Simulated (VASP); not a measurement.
# Li (P6_3/mmc) in VASP: further runs

Li is run at these levels: PBEsol+D3(BJ); tasks: single point.

All numbers are computed with VASP 6.6.1; they aren't measurements. Logs are shortened: lines on timing, memory, paths and dates and some standing lists are left out, and cuts for length are marked.

## (1) The cell of the first run

Symmetry: P6_3/mmc, No. 194, hexagonal system. The conventional cell has a = 3.111 Å, b = 3.111 Å, c = 5.093 Å, α = 90.00°, β = 90.00°, γ = 120.00°. Within 4.1 Å of Li (site symmetry -6m2) lie 12 Li at 3.11 to 3.12 Å.

## (2) Single point, PBEsol+D3(BJ)

INCAR

```
SYSTEM = Li
PREC = Accurate ; ENCUT = 520
EDIFF = 1E-7 ; ISMEAR = 1
SIGMA = 0.25 ; LREAL = .FALSE.
LASPH = .TRUE. ; NELM = 60
ALGO = Normal ; ISIF = 2
LWAVE = .FALSE. ; LCHARG = .FALSE.
GGA = PS ; IVDW = 12
NBANDS = 10
```

KPOINTS

```
regular mesh
0
G
  8 8 4
  0 0 0
```

POSCAR

```
Li
1.0
    3.1110000000      0.0000000000      0.0000000000
   -1.5555000000      2.6942100000      0.0000000000
    0.0000000000      0.0000000000      5.0930000000
Li
2
Direct
    0.3333333333      0.6666666667      0.2500000000
    0.6666666667      0.3333333333      0.7500000000
```

Potentials or basis: VASP PAW PBE potentials, release 64 (Li_sv).

Command:

```bash
cat potpaw_PBE.64/Li_sv/POTCAR > POTCAR
mpirun -np 1 vasp_std > vasp.out
```

OUTCAR:

```text
SYSTEM = Li
   PREC = Accurate
   ENCUT = 520
   EDIFF = 1E-7
   ISMEAR = 1
   LREAL = .FALSE.
   LASPH = .TRUE.
   NELM = 60
   ISIF = 2
   GGA = PS
   IVDW = 12
 IVDW          = 12

 ion  position               nearest neighbor table
   1  0.333  0.667  0.250-
   2  0.667  0.333  0.750-

  LATTYP: Found a hexagonal cell.
 ALAT       =     3.1110000000
 C/A-ratio  =     1.6370941819

  Lattice vectors:

 A1 = (   3.1110000000,   0.0000000000,   0.0000000000)
 A2 = (  -1.5555000000,   2.6942100000,   0.0000000000)
 A3 = (   0.0000000000,   0.0000000000,   5.0930000000)

Analysis of symmetry for initial positions (statically):
=====================================================================
 Subroutine PRICEL returns:
 Original cell was already a primitive cell.

 Routine SETGRP: Setting up the symmetry group for a
 hexagonal supercell.

 Subroutine GETGRP returns: Found 24 space group operations
 (whereof 12 operations were pure point group operations)
 out of a pool of 24 trial point group operations.

The static configuration has the point symmetry D_3d.
 The point group associated with its full space group is D_6h.

Analysis of symmetry for dynamics (positions and initial velocities):
=====================================================================
 Subroutine PRICEL returns:
 Original cell was already a primitive cell.

 Routine SETGRP: Setting up the symmetry group for a
 hexagonal supercell.

 Subroutine GETGRP returns: Found 24 space group operations
 (whereof 12 operations were pure point group operations)
 out of a pool of 24 trial point group operations.

The dynamic configuration has the point symmetry D_3d.
 The point group associated with its full space group is D_6h.

 Subroutine INISYM returns: Found 24 space group operations
 (whereof 12 operations are pure point group operations),
 and found     1 'primitive' translations

----------------------------------------------------------------------------------------

                                     Primitive cell

  volume of cell :      42.6879

  direct lattice vectors                    reciprocal lattice vectors
     3.111000000  0.000000000  0.000000000     0.321440051  0.185583158  0.000000000
    -1.555500000  2.694210000  0.000000000     0.000000000  0.371166316  0.000000000
     0.000000000  0.000000000  5.093000000     0.000000000  0.000000000  0.196347929

  length of vectors
     3.111000000  3.111004303  5.093000000     0.371166829  0.371166316  0.196347929

  position of ions in fractional coordinates (direct lattice)
     0.333333333  0.666666667  0.250000000
     0.666666667  0.333333333  0.750000000

  ion indices of the primitive-cell ions
   primitive index   ion index
                 1           1
                 2           2

----------------------------------------------------------------------------------------

 KPOINTS: regular mesh

Automatic generation of k-mesh.
 Grid dimensions read from file:
 generate k-points for:    8    8    4

 Generating k-lattice:

  Cartesian coordinates                     Fractional coordinates (reciprocal lattice)
     0.040180006  0.023197895  0.000000000     0.125000000  0.000000000  0.000000000
     0.000000000  0.046395789  0.000000000     0.000000000  0.125000000  0.000000000
     0.000000000  0.000000000  0.049086982     0.000000000  0.000000000  0.250000000

  Length of vectors
     0.046395854  0.046395789  0.049086982

  Shift w.r.t. Gamma in fractional coordinates (k-lattice)
     0.000000000  0.000000000  0.000000000

 Subroutine IBZKPT returns following result:
 ===========================================

 Found     30 irreducible k-points:

 Following reciprocal coordinates:
            Coordinates               Weight
  0.000000  0.000000  0.000000      1.000000
  0.125000  0.000000  0.000000      6.000000
  0.250000  0.000000  0.000000      6.000000
  0.375000 -0.000000  0.000000      6.000000
  0.500000  0.000000  0.000000      3.000000
  0.125000  0.125000  0.000000      6.000000
[... 16 lines left out ...]
  0.250000  0.000000  0.500000      6.000000
  0.375000 -0.000000  0.500000      6.000000
 [... further k-points ...]
   k-points           NKPTS =     30   k-points in BZ     NKDIM =     30   number of bands    NBANDS=     10
   number of dos      NEDOS =    301   number of ions     NIONS =      2
   total plane-waves  NPLWV =  23040
   dimension x,y,z NGX =    24 NGY =   24 NGZ =   40
   dimension x,y,z NGXF=    48 NGYF=   48 NGZF=   80
   ions per type =               2
   NGX,Y,Z   is equivalent  to a cutoff of  12.83, 12.83, 13.06 a.u.
   NGXF,Y,Z  is equivalent  to a cutoff of  25.65, 25.65, 26.11 a.u.
 SYSTEM =  Li
   PREC   = accura    normal or accurate (medium, high low for compatibility)
   ISTART =      0    job   : 0-new  1-cont  2-samecut
   ICHARG =      2    charge: 1-file 2-atom 10-const
   ISPIN  =      1    spin polarized calculation?
   LNONCOLLINEAR =      F non collinear calculations
   LSORBIT =      F    spin-orbit coupling
   LASPH  =      T    aspherical Exc in radial PAW
   ENCUT  =  520.0 eV  38.22 Ry    6.18 a.u.   5.78  5.78  9.47*2*pi/ulx,y,z
   NELM   =     60;   NELMIN=  2; NELMDL= -5     # of ELM steps
   EDIFF  = 0.1E-06   stopping-criterion for ELM
   LREAL  =      F    real-space projection
   EDIFFG = 0.1E-05   stopping-criterion for IOM
   NSW    =      0    number of steps for IOM
   IBRION =     -1    ionic relax: 0-MD 1-quasi-New 2-CG
   NFREE  =      0    steps in history (QN), initial steepest desc. (CG)
   ISIF   =      2    stress and relaxation
   ISYM   =      2    0-nonsym 1-usesym 2-fastsym
   POTIM  = 0.5000    time-step for ionic-motion
   TEBEG  =    0.0;   TEEND  =   0.0 temperature during run
   PSTRESS=    0.0 pullay stress
   NELECT =       6.0000    total number of electrons
   NUPDOWN=      -1.0000    fix difference up-down
   EMIN   =  10.00;   EMAX   =-10.00  energy-range for DOS
   EFERMI =   0.00;   METHOD = LEGACY
   ISMEAR =     1;   SIGMA  =   0.25  broadening in eV -4-tet -1-fermi 0-gaus
   EFERMI_NEDOS =   21; number of points for ismear=-14 and -15
   IALGO  =     38    algorithm
   IMIX   =      4    mixing-type and parameters
     AMIX     =   0.40;   BMIX     =  1.00
     AMIX_MAG =   1.60;   BMIX_MAG =  1.00
  volume/ion in A,a.u.               =      21.34       144.04
  Fermi-wavevector in a.u.,A,eV,Ry     =   0.851184  1.608505  9.857618  0.724514
  Thomas-Fermi vector in A             =   1.967278
   LORBIT       =      0    0 simple, 1 ext, 2 COOP (PROOUT), +10 PAW based schemes
   GGA     = PS    functional components
   LHFCALC =     F    Hartree Fock is set to
   AEXX    =    0.0000 exact exchange contribution
   IVDW    =    12    specifies the selected vdW correction
   LEPSILON=     F    determine dielectric tensor
   LRPA    =     F    only Hartree local field effects (RPA)
 non-spin polarized calculation
 Methfessel and Paxton  Order N= 1 SIGMA  =   0.25
  energy-cutoff  :      520.00
  volume of cell :       42.69
 maximum number of plane-waves:      1182
 NGX is ok and might be reduce to    24
   NGX = 11   NGY = 11   NGZ = 19

 number of electron       5.9999990 magnetization

 Free energy of the ion-electron system (eV)
  ---------------------------------------------------
  ext. energy  EPLUGINS =         0.00000000
  ---------------------------------------------------
  free energy    TOTEN  =        -3.92605385 eV

  energy without entropy =       -3.91822715  energy(sigma->0) =       -3.92344495

 E-fermi :   0.3721     XC(G=0):  -6.8929

 val. band max:        0.3678180689   @ k =   0.3750   0.1250   0.2500
 cond. band min:       0.4210749519   @ k =   0.5000   0.0000   0.0000
 fundamental gap:      0.0532568830
 Fermi energy:         0.3721439441

 k-point     1 :       0.0000    0.0000    0.0000
  band No.  band energies     occupation
      1     -45.5128      2.00000
      2     -45.4976      2.00000
      3      -3.0008      2.00000
      4       0.4788      0.34586
      5       3.2352     -0.00000
      6      12.5481      0.00000
      7      12.5481      0.00000
      8      13.8978      0.00000
      9      13.8979      0.00000
     10      14.4271      0.00000

 k-point     2 :       0.1250    0.0000    0.0000
  band No.  band energies     occupation
      1     -45.5108      2.00000
      2     -45.4966      2.00000
      3      -2.7569      2.00000
      4       0.7960     -0.03748
      5       3.3334     -0.00000
      6      10.4448      0.00000
      7      11.2774      0.00000
      8      13.7924      0.00000
      9      14.0623      0.00000
     10      14.3595      0.00000

 k-point     3 :       0.2500    0.0000    0.0000
  band No.  band energies     occupation
      1     -45.5058      2.00000
      2     -45.4944      2.00000
      3      -2.0247      2.00000
      4       1.7448     -0.00000
      5       3.5080     -0.00000
      6       7.5131      0.00000
      7       9.8635      0.00000
      8      11.6518      0.00000
      9      11.8390      0.00000
     10      13.6731      0.00000

 k-point     4 :       0.3750   -0.0000    0.0000
  band No.  band energies     occupation
      1     -45.5002      2.00000
      2     -45.4928      2.00000
      3      -0.8204      2.00000
      4       2.8570     -0.00000
      5       3.3063     -0.00000
      6       6.1509      0.00000
      7       8.4492      0.00000
      8       8.9687      0.00000
      9       9.3709      0.00000
     10      12.9531      0.00000
[... 222 lines left out ...]
 k-point    22 :       0.1250    0.0000    0.5000
  band No.  band energies     occupation
      1     -45.5037      2.00000
      2     -45.5037      2.00000
      3      -1.6628      2.00000
      4      -1.6628      2.00000
      5       8.2592      0.00000
      6       8.2592      0.00000
      7      11.7366      0.00000
      8      11.7366      0.00000
      9      12.4732      0.00000
     10      12.4732      0.00000

 k-point    23 :       0.2500    0.0000    0.5000
  band No.  band energies     occupation
      1     -45.5001      2.00000
      2     -45.5001      2.00000
      3      -0.9219      2.00000
      4      -0.9219      2.00000
      5       7.6992      0.00000
      6       7.6992      0.00000
      7       9.6963      0.00000
      8       9.6963      0.00000
      9      11.1594      0.00000
     10      11.1594      0.00000

 k-point    24 :       0.3750   -0.0000    0.5000
  band No.  band energies     occupation
      1     -45.4964      2.00000
      2     -45.4964      2.00000
      3       0.2393      1.77388
      4       0.2393      1.77388
      5       5.2769     -0.00000
      6       5.2769     -0.00000
      7      10.2912      0.00000
      8      10.2912      0.00000
      9      10.3390      0.00000
     10      10.3390      0.00000

 [... further k-points ...]

------------------------ aborting loop because EDIFF is reached ----------------------------------------

 Edisp (eV)   -0.28231

 E8    (eV) :    -0.1806

  FORCE on cell =-STRESS in cart. coord.  units (eV):
  Direction    XX          YY          ZZ          XY          YZ          ZX
  --------------------------------------------------------------------------------------
  -------------------------------------------------------------------------------------
  Total      -0.44743    -0.44743    -0.56445     0.00000     0.00000     0.00000
  in kB     -16.79316   -16.79322   -21.18525     0.00000     0.00000     0.00000
  external pressure =      -18.26 kB  Pullay stress =        0.00 kB

 VOLUME and BASIS-vectors are now :
 -----------------------------------------------------------------------------
  energy-cutoff  :      520.00
  volume of cell :       42.69
      direct lattice vectors                 reciprocal lattice vectors
     3.111000000  0.000000000  0.000000000     0.321440051  0.185583158  0.000000000
    -1.555500000  2.694210000  0.000000000     0.000000000  0.371166316  0.000000000
     0.000000000  0.000000000  5.093000000     0.000000000  0.000000000  0.196347929

 POSITION                                       TOTAL-FORCE (eV/Angst)
 -----------------------------------------------------------------------------------
     -0.00000      1.79614      1.27325        -0.000000     -0.000000      0.000000
      1.55550      0.89807      3.81975         0.000000      0.000000      0.000000
 -----------------------------------------------------------------------------------
    total drift:                               -0.000000      0.000000     -0.000000

  FREE ENERGIE OF THE ION-ELECTRON SYSTEM (eV)
  ---------------------------------------------------
  free  energy   TOTEN  =        -4.2083679763 eV

  energy  without entropy=       -4.2005412754  energy(sigma->0) =       -4.20575908
```

Wall time 16 s (1 thread of Intel Xeon 8259CL, shared host); peak memory 0.16 GiB.

Results:

```
Free energy                : -4.2084 eV
Band gap on the k mesh     : zero (band 3 reaches 2.09 eV, above the bottom of band 4 at -1.91 eV)
Dispersion energy per atom : -0.141 eV
```

Levels at points of the mesh, in eV from the Fermi level:
| k point | band 1 | band 2 | band 3 | band 4 | band 5 | band 6 |
| --- | --- | --- | --- | --- | --- | --- |
| (0.00, 0.00, 0.00) | -45.88 | -45.87 | -3.37 | 0.11 | 2.86 | 12.18 |
| (0.50, 0.00, 0.00) | -45.87 | -45.86 | 0.05 | 1.10 | 4.65 | 5.77 |
| (0.00, 0.00, 0.50) | -45.88 | -45.88 | -2.29 | -2.29 | 7.78 | 7.78 |
| (0.50, 0.00, 0.50) | -45.87 | -45.87 | 0.79 | 0.79 | 3.46 | 3.46 |

Caveat: the cutoff is under 1.25 times the usual one of these potentials, so pressure, stress and relaxed cells hold a basis-set (Pulay) error; three body term missing; the PAW data sets were made with another functional, which shifts forces and pressure a little; pairwise dispersion overbinds metals, which lowers pressure and volume.

[end of part 1 of 2]
